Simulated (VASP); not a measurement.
# Ta (P-1) in VASP: further runs

Aim: see how the results for Ta move with the level of theory and the settings. Levels: PBEsol, LDA. Tasks: single point.

Everything below comes from runs of VASP 6.6.1. Logs are shortened: lines on timing, memory, paths and dates and some standing lists are left out, and cuts for length are marked.

### Step 1. The cell of the first run

The typed cell holds 1 atom: a = 2.878 Å, b = 2.876 Å, c = 2.867 Å, α = 107.90°, β = 109.43°, γ = 112.18°.

### Step 2. Single point, PBEsol

Contents of INCAR:

```
SYSTEM = Ta
  ALGO = Normal
  EDIFF = 1E-7
  ENCUT = 520
  GGA = PS
  ISIF = 2
  ISMEAR = 0
  LASPH = .True.
  LCHARG = .False.
  LREAL = .False.
  LWAVE = .False.
  NBANDS = 12
  NELM = 60
  PREC = Accurate
  SIGMA = 0.05
```

Contents of KPOINTS:

```
k-points
0
Gamma
  8 8 8
  0 0 0
```

Contents of POSCAR:

```
Ta
1.0
   -1.7138403400      1.6638007000      1.6059510000
    1.6932035700     -1.6823021200      1.6038156500
    1.6862236500      1.6546854300     -1.6244524300
Ta
1
Direct
    0.0000000000      0.0000000000      0.0000000000
```

Potentials or basis: VASP PAW PBE potentials, release 64 (Ta_pv).

On the command line:

```console
$ cat potpaw_PBE.64/Ta_pv/POTCAR > POTCAR
$ mpirun -np 1 vasp_std > vasp.out
```

OUTCAR:

```text
SYSTEM = Ta
   EDIFF = 1E-7
   ENCUT = 520
   GGA = PS
   ISIF = 2
   ISMEAR = 0
   LASPH = .True.
   LREAL = .False.
   NELM = 60
   PREC = Accurate

 ion  position               nearest neighbor table
   1  0.000  0.000  0.000-

  LATTYP: Found a triclinic cell.
 ALAT       =     7.5788318559
 B/A-ratio  =     0.6300958834
 C/A-ratio  =     0.3723719488
 COS(alpha) =     0.0145807528
 COS(beta)  =     0.2687105150
 COS(gamma) =     0.9507840636

  Lattice vectors:

 A1 = (  -6.7864711300,   3.3737195100,   0.0227721300)
 A2 = (  -3.4070439100,   3.3461028200,   0.0021353500)
 A3 = (  -1.6655868800,  -1.6361840100,  -1.5853142200)

Analysis of symmetry for initial positions (statically):
=====================================================================
 Subroutine PRICEL returns:
 Original cell was already a primitive cell.

 Routine SETGRP: Setting up the symmetry group for a
 triclinic supercell.

 Subroutine GETGRP returns: Found  2 space group operations
 (whereof  2 operations were pure point group operations)
 out of a pool of  2 trial point group operations.

The static configuration has the point symmetry S_2 .

Analysis of symmetry for dynamics (positions and initial velocities):
=====================================================================
 Subroutine PRICEL returns:
 Original cell was already a primitive cell.

 Routine SETGRP: Setting up the symmetry group for a
 triclinic supercell.

 Subroutine GETGRP returns: Found  2 space group operations
 (whereof  2 operations were pure point group operations)
 out of a pool of  2 trial point group operations.

The dynamic configuration has the point symmetry S_2 .

 Subroutine INISYM returns: Found  2 space group operations
 (whereof  2 operations are pure point group operations),
 and found     1 'primitive' translations

----------------------------------------------------------------------------------------

                                     Primitive cell

  volume of cell :      17.9956

  direct lattice vectors                    reciprocal lattice vectors
    -1.713840340  1.663800700  1.605951000     0.004390489  0.303125632  0.313324603
     1.693203570 -1.682302120  1.603815650     0.297857019  0.004226569  0.313488522
     1.686223650  1.654685430 -1.624452430     0.298413576  0.303846108  0.003670010

  length of vectors
     2.878291176  2.875639649  2.867085588     0.435977903  0.432448519  0.425895044

  position of ions in fractional coordinates (direct lattice)
     0.000000000  0.000000000  0.000000000

  ion indices of the primitive-cell ions
   primitive index   ion index
                 1           1

----------------------------------------------------------------------------------------

 KPOINTS: k-points

Automatic generation of k-mesh.
 Grid dimensions read from file:
 generate k-points for:    8    8    8

 Generating k-lattice:

  Cartesian coordinates                     Fractional coordinates (reciprocal lattice)
     0.000548811  0.037890704  0.039165575     0.125000000  0.000000000  0.000000000
     0.037232127  0.000528321  0.039186065     0.000000000  0.125000000 -0.000000000
     0.037301697  0.037980764  0.000458751     0.000000000 -0.000000000  0.125000000

  Length of vectors
     0.054497238  0.054056065  0.053236881

  Shift w.r.t. Gamma in fractional coordinates (k-lattice)
     0.000000000  0.000000000  0.000000000

 Subroutine IBZKPT returns following result:
 ===========================================

 Found    260 irreducible k-points:

 Following reciprocal coordinates:
            Coordinates               Weight
  0.000000  0.000000  0.000000      1.000000
  0.125000  0.000000  0.000000      2.000000
  0.250000  0.000000  0.000000      2.000000
  0.375000 -0.000000  0.000000      2.000000
  0.500000  0.000000  0.000000      1.000000
  0.000000  0.125000  0.000000      2.000000
[... 16 lines left out ...]
  0.125000  0.375000  0.000000      2.000000
  0.250000  0.375000  0.000000      2.000000
 [... further k-points ...]
   k-points           NKPTS =    260   k-points in BZ     NKDIM =    260   number of bands    NBANDS=     12
   number of dos      NEDOS =    301   number of ions     NIONS =      1
   total plane-waves  NPLWV =  13824
   dimension x,y,z NGX =    24 NGY =   24 NGZ =   24
   dimension x,y,z NGXF=    48 NGYF=   48 NGZF=   48
   ions per type =               1
   NGX,Y,Z   is equivalent  to a cutoff of  13.86, 13.87, 13.92 a.u.
   NGXF,Y,Z  is equivalent  to a cutoff of  27.72, 27.75, 27.83 a.u.
 SYSTEM =  Ta
   PREC   = accura    normal or accurate (medium, high low for compatibility)
   ISTART =      0    job   : 0-new  1-cont  2-samecut
   ICHARG =      2    charge: 1-file 2-atom 10-const
   ISPIN  =      1    spin polarized calculation?
   LNONCOLLINEAR =      F non collinear calculations
   LSORBIT =      F    spin-orbit coupling
   LASPH  =      T    aspherical Exc in radial PAW
   ENCUT  =  520.0 eV  38.22 Ry    6.18 a.u.   5.35  5.35  5.33*2*pi/ulx,y,z
   NELM   =     60;   NELMIN=  2; NELMDL= -5     # of ELM steps
   EDIFF  = 0.1E-06   stopping-criterion for ELM
   LREAL  =      F    real-space projection
   EDIFFG = 0.1E-05   stopping-criterion for IOM
   NSW    =      0    number of steps for IOM
   IBRION =     -1    ionic relax: 0-MD 1-quasi-New 2-CG
   NFREE  =      0    steps in history (QN), initial steepest desc. (CG)
   ISIF   =      2    stress and relaxation
   ISYM   =      2    0-nonsym 1-usesym 2-fastsym
   POTIM  = 0.5000    time-step for ionic-motion
   TEBEG  =    0.0;   TEEND  =   0.0 temperature during run
   PSTRESS=    0.0 pullay stress
   NELECT =      11.0000    total number of electrons
   NUPDOWN=      -1.0000    fix difference up-down
   EMIN   =  10.00;   EMAX   =-10.00  energy-range for DOS
   EFERMI =   0.00;   METHOD = LEGACY
   ISMEAR =     0;   SIGMA  =   0.05  broadening in eV -4-tet -1-fermi 0-gaus
   EFERMI_NEDOS =   21; number of points for ismear=-14 and -15
   IALGO  =     38    algorithm
   IMIX   =      4    mixing-type and parameters
     AMIX     =   0.40;   BMIX     =  1.00
     AMIX_MAG =   1.60;   BMIX_MAG =  1.00
  volume/ion in A,a.u.               =      18.00       121.44
  Fermi-wavevector in a.u.,A,eV,Ry     =   1.389368  2.625524 26.263898  1.930342
  Thomas-Fermi vector in A             =   2.513405
   LORBIT       =      0    0 simple, 1 ext, 2 COOP (PROOUT), +10 PAW based schemes
   GGA     = PS    functional components
   LHFCALC =     F    Hartree Fock is set to
   AEXX    =    0.0000 exact exchange contribution
   IVDW    =     0    specifies the selected vdW correction
   LEPSILON=     F    determine dielectric tensor
   LRPA    =     F    only Hartree local field effects (RPA)
 non-spin polarized calculation
 Gauss-broadening in eV      SIGMA  =   0.05
  energy-cutoff  :      520.00
  volume of cell :       18.00
 maximum number of plane-waves:       496
 NGX is ok and might be reduce to    24
   NGX = 11   NGY = 11   NGZ = 11

 number of electron      11.0000001 magnetization

 Free energy of the ion-electron system (eV)
  ---------------------------------------------------
  ext. energy  EPLUGINS =         0.00000000
  ---------------------------------------------------
  free energy    TOTEN  =       -12.56027180 eV

  energy without entropy =      -12.55888672  energy(sigma->0) =      -12.55957926

 E-fermi :   5.3463     XC(G=0): -12.7286

 val. band max:        5.3393330223   @ k =  -0.2500  -0.2500   0.3750
 cond. band min:       5.3502030962   @ k =  -0.1250   0.2500   0.0000
 fundamental gap:      0.0108700739
 Fermi energy:         5.3462821439

 k-point     1 :       0.0000    0.0000    0.0000
  band No.  band energies     occupation
      1     -27.7104      2.00000
      2     -27.6790      2.00000
      3     -27.6250      2.00000
      4      -2.6051      2.00000
      5       5.6670      0.00000
      6       6.1246      0.00000
      7       6.4299      0.00000
      8       8.9286      0.00000
      9       9.7180      0.00000
     10      19.8951      0.00000
     11      20.0227      0.00000
     12      20.3475      0.00000

 k-point     2 :       0.1250    0.0000    0.0000
  band No.  band energies     occupation
      1     -27.8512      2.00000
      2     -27.7371      2.00000
      3     -27.6858      2.00000
      4      -1.8999      2.00000
      5       5.5147      0.00000
      6       6.1226      0.00000
      7       6.6118      0.00000
      8       8.8462      0.00000
      9       9.2471      0.00000
     10      20.0218      0.00000
     11      20.8815      0.00000
     12      21.3897      0.00000

 k-point     3 :       0.2500    0.0000    0.0000
  band No.  band energies     occupation
      1     -28.2843      2.00000
      2     -27.8948      2.00000
      3     -27.6969      2.00000
      4      -0.2197      2.00000
      5       4.5906      2.00000
      6       5.3955      0.16414
      7       8.5372      0.00000
      8       8.9833      0.00000
      9       9.3637      0.00000
     10      20.0152      0.00000
     11      20.6204      0.00000
     12      22.7174      0.00000
[... 286 lines left out ...]
 k-point    23 :       0.1250    0.3750    0.0000
  band No.  band energies     occupation
      1     -28.7923      2.00000
      2     -28.1112      2.00000
      3     -27.7639      2.00000
      4       1.4472      2.00000
      5       3.8640      2.00000
      6       5.9136      0.00000
      7       8.9472      0.00000
      8      10.6196      0.00000
      9      13.3027      0.00000
     10      17.0148      0.00000
     11      18.3493      0.00000
     12      20.0392      0.00000

 k-point    24 :       0.2500    0.3750    0.0000
  band No.  band energies     occupation
      1     -28.6513      2.00000
      2     -28.3339      2.00000
      3     -27.8245      2.00000
      4       2.5276      2.00000
      5       3.8942      2.00000
      6       5.0688      2.00000
      7       9.2210      0.00000
      8      10.3839      0.00000
      9      14.5282      0.00000
     10      16.0064      0.00000
     11      18.6866      0.00000
     12      20.0330      0.00000

 [... further k-points ...]
[... 5 lines left out ...]
  --------------------------------------------------------------------------------------
  -------------------------------------------------------------------------------------
  Total       -0.9132775     -0.6248953     -0.1259141      0.1381223      0.0909643      0.1184689
  in kB      -81.3106793    -55.6355079    -11.2103536     12.2972698      8.0987097     10.5474909
  external PRESSURE =     -49.3855136 kB  Pullay stress =       0.0000000 kB

 VOLUME and BASIS-vectors are now :
 -----------------------------------------------------------------------------
  energy-cutoff  :      520.00
  volume of cell :       18.00
      direct lattice vectors                 reciprocal lattice vectors
    -1.713840340  1.663800700  1.605951000     0.004390489  0.303125632  0.313324603
     1.693203570 -1.682302120  1.603815650     0.297857019  0.004226569  0.313488522
     1.686223650  1.654685430 -1.624452430     0.298413576  0.303846108  0.003670010

 POSITION                                       TOTAL-FORCE (eV/Angst)
 -----------------------------------------------------------------------------------
      0.00000      0.00000      0.00000        -0.000000      0.000000     -0.000000
 -----------------------------------------------------------------------------------
    total drift:                               -0.000000      0.000000      0.000000

  FREE ENERGIE OF THE ION-ELECTRON SYSTEM (eV)
  ---------------------------------------------------
  free  energy   TOTEN  =       -12.5602717965 eV

  energy  without entropy=      -12.5588867221  energy(sigma->0) =      -12.55957926
```

Wall time 29 s (1 thread of AMD EPYC 9R45 (Zen 5), shared host); peak memory 0.15 GiB.

Results:

| Item | Value |
| --- | --- |
| Free energy | -12.5603 eV |
| Pressure | -4.9 GPa |

Caveat: the PAW data sets were made with another functional, which shifts forces and pressure a little; spin-orbit coupling is left out, which moves the levels of the heavy elements.

[end of part 1 of 2]
